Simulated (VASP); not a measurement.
Input of a VASP 6.6.1 run:

File POSCAR:

```
SrTiO3
1.0
    3.9364286973      0.0000000000      0.0000000000
    0.0000000000      3.9364286973      0.0000000000
    0.0000000000      0.0000000000      3.9364286973
Sr Ti O
1 1 3
Direct
    0.0000000000      0.0000000000      0.0000000000
    0.5000000000      0.5000000000      0.5000000000
    0.5000000000      0.5000000000      0.0000000000
    0.5000000000      0.0000000000      0.5000000000
    0.0000000000      0.5000000000      0.5000000000
```

The input INCAR.step1:

```
PREC = Accurate ; ENCUT = 600
ISMEAR = -1 ; SIGMA = 0.02
LREAL = False ; LASPH = True
NELM = 100 ; GGA = PE
ALGO = Normal ; EDIFF = 1E-4
LWAVE = True ; LCHARG = False
```

File INCAR.step2:

```
PREC = Accurate ; ENCUT = 600
EDIFF = 1E-6 ; ISMEAR = -1
SIGMA = 0.02 ; LREAL = False
LASPH = True ; NELM = 100
ALGO = Normal ; ISIF = 3
LWAVE = False ; LCHARG = False
METAGGA = R2SCAN ; LMIXTAU = True
IBRION = 2 ; NSW = 80
EDIFFG = -0.005 ; ISTART = 1
```

KPOINTS

```
regular mesh
0
Gamma
  6 6 6
```

Potentials or basis: VASP PAW PBE potentials, release 64 (Sr_sv, Ti_sv, O).

The run is started by

```sh
$ cat potpaw_PBE.64/Sr_sv/POTCAR potpaw_PBE.64/Ti_sv/POTCAR potpaw_PBE.64/O/POTCAR > POTCAR
$ cp INCAR.step1 INCAR
$ mpirun -np 1 vasp_std > vasp.out
$ cp INCAR.step2 INCAR
$ mpirun -np 1 vasp_std > vasp.out
```

Question: Estimate the space group after relaxing (to 0.05 Å).

Answer: Pm-3m (No. 221).

Question: Predict the band gap on the k mesh.

Answer: 2.26 eV, indirect (least direct gap 2.65 eV).

Final structure:
```
Sr Ti O
1.0
     3.91211    0.00000    0.00000
     0.00000    3.91211    0.00000
     0.00000    0.00000    3.91211
Sr Ti O
1 1 3
Direct
  0.00000 0.00000 0.00000
  0.50000 0.50000 0.50000
  0.50000 0.50000 0.00000
  0.50000 0.00000 0.50000
  0.00000 0.50000 0.50000
```

Caveat: the PAW data sets were made with another functional, which shifts forces and pressure a little. r2SCAN opens gaps a little over a GGA but as a rule still falls short of measured ones.
